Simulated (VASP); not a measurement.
# AlGaN2 (P-4m2) in VASP: a series of runs

Runs on AlGaN2. Level: LDA. Tasks: relaxation of the atoms.

All numbers are computed with VASP 6.6.1; they aren't measurements. Logs are shortened: lines on timing, memory, paths and dates and some standing lists are left out, and cuts for length are marked.

## 1. The cell of the first run

The structure is tetragonal, space group P-4m2 (No. 115). The conventional cell has a = 3.253 Å, b = 3.253 Å, c = 4.180 Å, α = 90.00°, β = 90.00°, γ = 90.00°. Within 2.5 Å of Al (site symmetry -4m2) lie 4 N at 1.91 Å. Within 2.6 Å of Ga (site symmetry -4m2) lie 4 N at 1.96 Å. N (site symmetry 2mm) has 2 Al at 1.91 Å and 2 Ga at 1.96 Å within 2.5 Å.

## 2. Relaxation of the atoms, LDA (11.06 Å³/atom)

INCAR

```
PREC = Accurate
ENCUT = 520
EDIFF = 1E-7
ISMEAR = 0
SIGMA = 0.05
LREAL = False
LASPH = True
NELM = 60
ALGO = Normal
ISIF = 2
LWAVE = False
LCHARG = False
GGA = CA
IBRION = 2
NSW = 50
EDIFFG = -0.01
```

KPOINTS

```
regular mesh
0
Gamma
  8 8 6
```

POSCAR

```
AlGaN2
1.0
    3.2533317495      0.0000000000      0.0000000000
    0.0000000000      3.2533317495      0.0000000000
    0.0000000000      0.0000000000      4.1802059649
Al Ga N
1 1 2
Direct
    0.5000000000      0.5000000000      0.5000000000
    0.0000000000      0.0000000000      0.0000000000
    0.5000000000      0.0000000000      0.7400738390
    0.0000000000      0.5000000000      0.2599261610
```

Potentials or basis: VASP PAW LDA potentials, release 64 (Al, Ga_d, N).

Launch:

```sh
cat potpaw_LDA.64/Al/POTCAR potpaw_LDA.64/Ga_d/POTCAR potpaw_LDA.64/N/POTCAR > POTCAR
mpirun -np 1 vasp_std > vasp.out
```

OUTCAR:

```text
PREC = Accurate
   ENCUT = 520
   EDIFF = 1E-7
   ISMEAR = 0
   LREAL = False
   LASPH = True
   NELM = 60
   ISIF = 2
   GGA = CA
   IBRION = 2
   NSW = 50
   EDIFFG = -0.01

 ion  position               nearest neighbor table
   1  0.500  0.500  0.500-   3 1.91   4 1.91   3 1.91   4 1.91   2 3.11   2 3.11   2 3.11   2 3.11
                             2 3.11   2 3.11   2 3.11   2 3.11
   2  0.000  0.000  0.000-   3 1.96   4 1.96   4 1.96   3 1.96   1 3.11   1 3.11   1 3.11   1 3.11
                             1 3.11   1 3.11   1 3.11   1 3.11
   3  0.500  0.000  0.740-   1 1.91   1 1.91   2 1.96   2 1.96
   4  0.000  0.500  0.260-   1 1.91   1 1.91   2 1.96   2 1.96

  LATTYP: Found a simple tetragonal cell.
 ALAT       =     3.2533317495
 C/A-ratio  =     1.2849000000

  Lattice vectors:

 A1 = (   3.2533317495,   0.0000000000,   0.0000000000)
 A2 = (   0.0000000000,   3.2533317495,   0.0000000000)
 A3 = (   0.0000000000,   0.0000000000,   4.1802059649)

Analysis of symmetry for initial positions (statically):
=====================================================================
 Subroutine PRICEL returns:
 Original cell was already a primitive cell.

 Routine SETGRP: Setting up the symmetry group for a
 simple tetragonal supercell.

 Subroutine GETGRP returns: Found  8 space group operations
 (whereof  8 operations were pure point group operations)
 out of a pool of 16 trial point group operations.

The static configuration has the point symmetry D_2d.

Analysis of symmetry for dynamics (positions and initial velocities):
=====================================================================
 Subroutine PRICEL returns:
 Original cell was already a primitive cell.

 Routine SETGRP: Setting up the symmetry group for a
 simple tetragonal supercell.

 Subroutine GETGRP returns: Found  8 space group operations
 (whereof  8 operations were pure point group operations)
 out of a pool of 16 trial point group operations.

The dynamic configuration has the point symmetry D_2d.

 Subroutine INISYM returns: Found  8 space group operations
 (whereof  8 operations are pure point group operations),
 and found     1 'primitive' translations

----------------------------------------------------------------------------------------

                                     Primitive cell

[... 157 lines left out ...]
  energy-cutoff  :      520.00
  volume of cell :       44.24
      direct lattice vectors                 reciprocal lattice vectors
     3.253331750  0.000000000  0.000000000     0.307377199  0.000000000  0.000000000
     0.000000000  3.253331750  0.000000000     0.000000000  0.307377199  0.000000000
     0.000000000  0.000000000  4.180205965     0.000000000  0.000000000  0.239222662

 POSITION                                       TOTAL-FORCE (eV/Angst)
 -----------------------------------------------------------------------------------
      1.62667      1.62667      2.09010         0.000000     -0.000000      0.000000
      0.00000      0.00000      0.00000        -0.000000      0.000000      0.000000
      1.62667      0.00000      3.09366        -0.000000      0.000000     -0.165716
      0.00000      1.62667      1.08654         0.000000      0.000000      0.165716
 -----------------------------------------------------------------------------------
    total drift:                                0.000000      0.000000     -0.000000

  FREE ENERGIE OF THE ION-ELECTRON SYSTEM (eV)
  ---------------------------------------------------
  free  energy   TOTEN  =       -30.1940567653 eV

  energy  without entropy=      -30.1940567653  energy(sigma->0) =      -30.19405677

--------------------------------------- Ionic step        2  -------------------------------------------

 number of electron      26.0000009 magnetization

 Free energy of the ion-electron system (eV)
  ---------------------------------------------------
  ext. energy  EPLUGINS =         0.00000000
  ---------------------------------------------------
  free energy    TOTEN  =       -30.19533318 eV

  energy without entropy =      -30.19533318  energy(sigma->0) =      -30.19533318

 E-fermi :   5.4865     XC(G=0): -11.6638

 val. band max:        5.2579790214   @ k =   0.0000   0.0000   0.0000
 cond. band min:       8.0008975266   @ k =   0.0000   0.0000   0.0000
 fundamental gap:      2.7429185052
 Fermi energy:         5.4865012402

 k-point     1 :       0.0000    0.0000    0.0000
  band No.  band energies     occupation
      1      -9.9905      2.00000
      2      -8.7253      2.00000
      3      -7.8711      2.00000
      4      -7.8711      2.00000
      5      -7.8259      2.00000
      6      -7.6551      2.00000
[... 457 lines left out ...]
      4      -7.7533      2.00000
      5      -7.7374      2.00000
      6      -6.9791      2.00000
[... 9 lines left out ...]
     16      12.7277      0.00000
     17      13.1817      0.00000

 [... further k-points ...]

------------------------ aborting loop because EDIFF is reached ----------------------------------------

  FORCE on cell =-STRESS in cart. coord.  units (eV):
  Direction    XX          YY          ZZ          XY          YZ          ZX
  --------------------------------------------------------------------------------------
  -------------------------------------------------------------------------------------
  Total       -2.9613573     -2.9613573     -0.2611380      0.0000000      0.0000000      0.0000000
  in kB     -107.2375812   -107.2375812     -9.4564091      0.0000000      0.0000000      0.0000000
  external PRESSURE =     -74.6438571 kB  Pullay stress =       0.0000000 kB

 VOLUME and BASIS-vectors are now :
 -----------------------------------------------------------------------------
  energy-cutoff  :      520.00
  volume of cell :       44.24
      direct lattice vectors                 reciprocal lattice vectors
     3.253331750  0.000000000  0.000000000     0.307377199  0.000000000  0.000000000
     0.000000000  3.253331750  0.000000000     0.000000000  0.307377199  0.000000000
     0.000000000  0.000000000  4.180205965     0.000000000  0.000000000  0.239222662

 POSITION                                       TOTAL-FORCE (eV/Angst)
 -----------------------------------------------------------------------------------
      1.62667      1.62667      2.09010         0.000000      0.000000      0.000000
      3.25333      0.00000      0.00000        -0.000000     -0.000000      0.000000
      1.62667      0.00000      3.08567         0.000000     -0.000000      0.005864
      0.00000      1.62667      1.09454         0.000000     -0.000000     -0.005864
 -----------------------------------------------------------------------------------
    total drift:                                0.000000      0.000000     -0.000000

  FREE ENERGIE OF THE ION-ELECTRON SYSTEM (eV)
  ---------------------------------------------------
  free  energy   TOTEN  =       -30.1953331819 eV

  energy  without entropy=      -30.1953331819  energy(sigma->0) =      -30.19533318

 reached required accuracy - stopping structural energy minimisation
```

Wall time 67 s (1 thread of Oxide Virtual Turin-like, shared host); peak memory 0.14 GiB.

What came out:

* Free energy: -30.1953 eV
* Energy gained by relaxing: 0.3 meV/atom
* Ionic steps: 2
* Pressure after relaxing: -7.5 GPa
* Largest force after relaxing: 0.006 eV/Å
* Band gap on the k mesh: 2.74 eV

Forces in eV/Å, atoms in the order of the input:
```
Al   0.000  0.000  0.000
Ga   0.000  0.000  0.000
N    0.000  0.000  0.006
N    0.000  0.000 -0.006
```

Step by step:
| step | energy change (eV) | largest force (eV/Å) | pressure (GPa) |
| --- | --- | --- | --- |
| 1 | 0.0000 | 0.1657 | -7.45 |
| 2 | -0.0013 | 0.0059 | -7.46 |

Final structure:
```
Al Ga N
1.0
     3.25333    0.00000    0.00000
     0.00000    3.25333    0.00000
     0.00000    0.00000    4.18021
Al Ga N
1 1 2
Direct
  0.50000 0.50000 0.50000
  0.00000 0.00000 0.00000
  0.50000 0.00000 0.73816
  0.00000 0.50000 0.26184
```

Levels at points of the mesh, in eV from the valence-band top:
```
           k point  band 11  band 12  band 13  band 14  band 15  band 16
(0.00, 0.00, 0.00)    -0.09    -0.09     0.00     2.74     3.25     6.38
(0.50, 0.00, 0.00)    -2.43    -1.31    -1.08     6.64     6.80     7.34
(0.50, 0.50, 0.00)    -1.97    -1.97    -1.95     3.45     3.45     6.67
(0.00, 0.00, 0.50)    -1.81    -1.28    -1.28     5.31     5.58     7.29
(0.50, 0.00, 0.50)    -0.89    -0.61    -0.22     4.84     6.12     9.02
(0.50, 0.50, 0.50)    -3.25    -3.24    -3.24     6.68     6.68     8.61
```

## 3. Relaxation of the atoms, LDA (11.49 Å³/atom)

This run uses another cell than the first one, of 11.49 Å³/atom.

INCAR

```
  ALGO = Normal
  EDIFF = 1E-7
  EDIFFG = -0.01
  ENCUT = 520
  GGA = CA
  IBRION = 2
  ISIF = 2
  ISMEAR = 0
  LASPH = True
  LCHARG = False
  LREAL = False
  LWAVE = False
  NELM = 100
  NSW = 50
  PREC = Accurate
  SIGMA = 0.05
```

KPOINTS

```
k-points
0
Gamma
  8 8 6
```

POSCAR

```
AlGaN2
1.0
    3.1961705755      0.0000000000      0.0000000000
    0.0000000000      3.1961705755      0.0000000000
    0.0000000000      0.0000000000      4.4978680877
Al Ga N
1 1 2
Direct
    0.5000000000      0.5000000000      0.5000000000
    0.0000000000      0.0000000000      0.0000000000
    0.5000000000      0.0000000000      0.7400738390
    0.0000000000      0.5000000000      0.2599261610
```

Potentials or basis: VASP PAW LDA potentials, release 64 (Al, Ga_d, N).

Launch:

```sh
cat potpaw_LDA.64/Al/POTCAR potpaw_LDA.64/Ga_d/POTCAR potpaw_LDA.64/N/POTCAR > POTCAR
mpirun -np 1 vasp_std > vasp.out
```

Run time: 75 s. Hardware: 1 thread of Oxide Virtual Turin-like, shared host; peak memory 0.14 GiB.

The run converged. Its results:

```
Free energy               : -30.1797 eV
Energy gained by relaxing : 0.0 meV/atom
Ionic steps               : 2
Pressure after relaxing   : -12.9 GPa
Band gap on the k mesh    : 2.50 eV
```

Stress tensor (GPa, compression positive):
```
-12.97   0.00   0.00
  0.00 -12.97   0.00
  0.00   0.00 -12.79
```

Final structure:
```
CELL_PARAMETERS angstrom
3.19617 0.00000 0.00000
0.00000 3.19617 0.00000
0.00000 0.00000 4.49787
ATOMIC_POSITIONS crystal
Al 0.50000 0.50000 0.50000
Ga 0.00000 0.00000 0.00000
N 0.50000 0.00000 0.73985
N 0.00000 0.50000 0.26015
```

Levels at points of the mesh, in eV from the valence-band top:
| k point | band 10 | band 11 | band 12 | band 13 | band 14 | band 15 | band 16 | band 17 |
| --- | --- | --- | --- | --- | --- | --- | --- | --- |
| (0.00, 0.00, 0.00) | -2.22 | -0.18 | 0.00 | 0.00 | 2.50 | 3.42 | 7.14 | 10.69 |
| (0.50, 0.00, 0.00) | -2.82 | -2.78 | -0.94 | -0.67 | 6.58 | 6.91 | 7.71 | 7.87 |
| (0.50, 0.50, 0.00) | -2.18 | -2.16 | -2.16 | -2.16 | 3.22 | 3.22 | 5.91 | 8.34 |
| (0.00, 0.00, 0.50) | -1.47 | -1.47 | -0.97 | -0.97 | 4.97 | 5.08 | 7.40 | 8.70 |
| (0.50, 0.00, 0.50) | -0.91 | -0.82 | -0.59 | -0.56 | 4.72 | 6.10 | 8.78 | 9.03 |
| (0.50, 0.50, 0.50) | -3.76 | -3.12 | -3.07 | -3.07 | 5.99 | 5.99 | 8.18 | 10.55 |
